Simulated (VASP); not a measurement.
Input of a VASP 6.6.1 run:

File INCAR:

```
SYSTEM = Mg
  PREC = Accurate
  ENCUT = 600
  EDIFF = 1E-6
  ISMEAR = 1
  SIGMA = 0.2
  LREAL = .False.
  LASPH = .True.
  NELM = 120
  ALGO = Normal
  ISIF = 2
  LWAVE = .False.
  LCHARG = .False.
  GGA = LIBXC
  LIBXC1 = GGA_X_PBE_SOL
  LIBXC2 = LDA_C_PW
  NBANDS = 9
  GGA_COMPAT = .False.
```

KPOINTS

```
Automatic mesh
0
Gamma
  8 8 5
  0 0 0
```

POSCAR

```
Mg
1.0
    3.2825013145      0.0000000000      0.0000000000
   -1.6412506572      2.8427343045      0.0000000000
    0.0000000000      0.0000000000      5.3291423672
Mg
2
Direct
    0.3333333333      0.6666666667      0.2500000000
    0.6666666667      0.3333333333      0.7500000000
```

Potentials or basis: VASP PAW PBE potentials, release 64 (Mg).

Command:

```console
$ cat potpaw_PBE.64/Mg/POTCAR > POTCAR
$ mpirun -np 1 vasp_std > vasp.out
```

(1) Estimate the band gap on the k mesh.

(2) Predict the pressure.

## Answers

(1) zero (bands 2 and 3 overlap by 2.25 eV).

(2) -2.1 GPa.

Caveat: the PAW data sets were made with another functional, which shifts forces and pressure a little.
